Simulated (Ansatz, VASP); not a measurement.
# Ta: VASP beside Ansatz

```
CELL_PARAMETERS angstrom
2.96696 0.00000 0.00000
-1.48348 2.56946 0.00000
0.00000 0.00000 4.80647
ATOMIC_POSITIONS crystal
Ta 0.29333 0.64667 0.22000
Ta 0.70667 0.35333 0.78000
```

Change from the starting cell: shortest bond scaled by 0.88, crystal datasets.

Alike in both runs: task electric field gradients; functional LDA; k mesh 12 × 12 × 6; occupations fermi-dirac, width 0.05 eV; no spin polarisation.

```csv
,VASP,Ansatz
version,VASP 6.6.1,Ansatz 0.2.0
potentials or method,"VASP PAW LDA potentials, release 64 (Ta_pv), cutoff 520 eV","all-electron PAW with datasets made for the crystal, scalar-relativistic"
```

|  | VASP | Ansatz | Ansatz less VASP |
| --- | --- | --- | --- |
| pressure (GPa) | 0.6 | -0.3 | -0.91 |
| traceless stress, the component that is largest in VASP (GPa) | 4.02 | 4.01 | -0.009 |
| rms of the force components (eV/Å) | 1.710 | 1.685 | -0.0253 |
| size of Vzz on the site where it differs most (V/Å²) | 103.5 | 95.0 | -8.45 |

LDA's correlation is that of Perdew and Zunger in VASP and of Perdew and Wang (1992) in Ansatz. Atom by atom the forces differ by 0.025 eV/Å (rms over components). Ansatz ran all-electron here, and VASP with PAW potentials.

Spin-orbit coupling is off throughout.
